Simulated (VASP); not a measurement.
Write the native input for VASP 6.6.1 that does the following.

| Property | Result |
| --- | --- |
| Task | single point |
| Functional | PBE |
| Potentials or basis | VASP PAW PBE potentials, release 64 (Mg_sv, O) |
| Cutoff | 840 eV |
| k mesh | 8 × 8 × 4 |
| Occupations | gaussian, width 0.1 eV |
| Spin | no spin polarisation |
| Dipole correction | no |
| Further INCAR settings | ALGO = Normal; EDIFF = 1e-06; NBANDS = 15 |

The structure of MgO lies in POSCAR:

```
MgO
1.0
    1.5741295100     -1.7810731000      0.0000000000
    1.5741295100      1.7810731000      0.0000000000
    0.0000000000      0.0000000000      4.3239066500
Mg O
1 1
Direct
    0.5000000000      0.5000000000      0.0000000000
    0.0000000000      0.0000000000      0.0000000000
```

The cell was generated, and may not be a known phase.

These files were run (other wordings do the same):

INCAR

```
SYSTEM = MgO
PREC = Accurate
ENCUT = 840
EDIFF = 1E-6
ISMEAR = 0
SIGMA = 0.1
LREAL = .FALSE.
LASPH = .TRUE.
NELM = 120
ALGO = Normal
ISIF = 2
LWAVE = .FALSE.
LCHARG = .TRUE.
GGA = PE
LELF = .TRUE.
LVHAR = .TRUE.
NBANDS = 15
GGA_COMPAT = .FALSE.
```

KPOINTS

```
Automatic mesh
0
G
  8 8 4
  0 0 0
```

Potentials or basis: VASP PAW PBE potentials, release 64 (Mg_sv, O).

Command:

```bash
$ cat potpaw_PBE.64/Mg_sv/POTCAR potpaw_PBE.64/O/POTCAR > POTCAR
$ mpirun -np 1 vasp_std > vasp.out
```

It gave:

```
Pressure               : 113.8 GPa
Band gap on the k mesh : 1.42 eV
```

Caveat: the stress differs along the axes, from -0 to 240 GPa.

It took 20 s on 1 thread of Intel(R) Xeon(R) Platinum 8488C (Sapphire Rapids), on a shared host, peak memory 0.18 GiB.
